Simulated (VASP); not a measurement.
AlCo, 2 atoms in the cell. Symmetry: P4/mmm, No. 123, tetragonal system. Conventional cell: a = 2.866 Å, b = 2.866 Å, c = 2.795 Å, α = 90.00°, β = 90.00°, γ = 90.00°. Within 3.3 Å of Al (site symmetry 4/mmm) lie 8 Co at 2.46 Å and 6 Al at 2.79 to 2.87 Å. Within 3.3 Å of Co (site symmetry 4/mmm) lie 8 Al at 2.46 Å and 6 Co at 2.79 to 2.87 Å.  This cell differs from its parent crystal: uniaxial strain along a: -2.0 %.

| Property | Result |
| --- | --- |
| Program | VASP 6.6.1 |
| Task | single point |
| Functional | PBE |
| Potentials or basis | VASP PAW PBE potentials, release 64 (Al, Co) |
| Cutoff | 520 eV |
| k mesh | 18 × 18 × 18 |
| Occupations | gaussian, width 0.1 eV |
| Spin | no spin polarisation |
| Dipole correction | no |
| Further INCAR settings | ALGO = Fast; EDIFF = 1e-07; NBANDS = 13 |

Potentials or basis: VASP PAW PBE potentials, release 64 (Al, Co).

Command:

```bash
$ cat potpaw_PBE.64/Al/POTCAR potpaw_PBE.64/Co/POTCAR > POTCAR
$ mpirun -np 1 vasp_std > vasp.out
```

Hardware: 1 thread of AMD EPYC 9R45 (Zen 5), on a shared host.

Task: Estimate the wall time of this run.

Result: Wall time 2.9 min on 1 thread of AMD EPYC 9R45 (Zen 5), on a shared host, peak memory 0.25 GiB. Counts: scf iterations 16, k points 550.
